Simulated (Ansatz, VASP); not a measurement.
# SnTe in VASP and in Ansatz

```
Sn Te
1.0
     4.45592    0.00000    0.00000
     0.00000    4.45592    0.00000
     0.00000    0.00000    3.15765
Sn Te
1 1
Cartesian
  0.0000 0.0000 0.0000
  2.2280 2.2280 0.0000
```

Alike in both runs: task relaxation of cell and atoms; functional PBE; k mesh 4 × 4 × 6; occupations gaussian, width 0.1 eV; no spin polarisation.

|  | VASP | Ansatz |
| --- | --- | --- |
| version | VASP 6.6.1 | Ansatz 0.2.0 |
| potentials or method | VASP PAW PBE potentials, release 64 (Sn_d, Te), cutoff 600 eV | scalar-relativistic, plane waves, PAW |
| valence electrons in the cell | 20 | 30 |

```csv
,VASP,Ansatz,Ansatz less VASP
"gap on the k mesh at the Fermi level, each at its own relaxed structure (eV)",none,none,-
relaxed volume (Å³/atom),32.32,32.50,+0.187
relaxed length of the cell vector where the two differ most in proportion (Å),3.345,3.353,+0.0072
```

A gap of «none» marks a metal or a gap that the smearing closes. VASP's potentials hold 20 valence electrons a cell and Ansatz's 30, so a difference there can come from the potentials and not from the codes.

Spin-orbit coupling is off throughout.
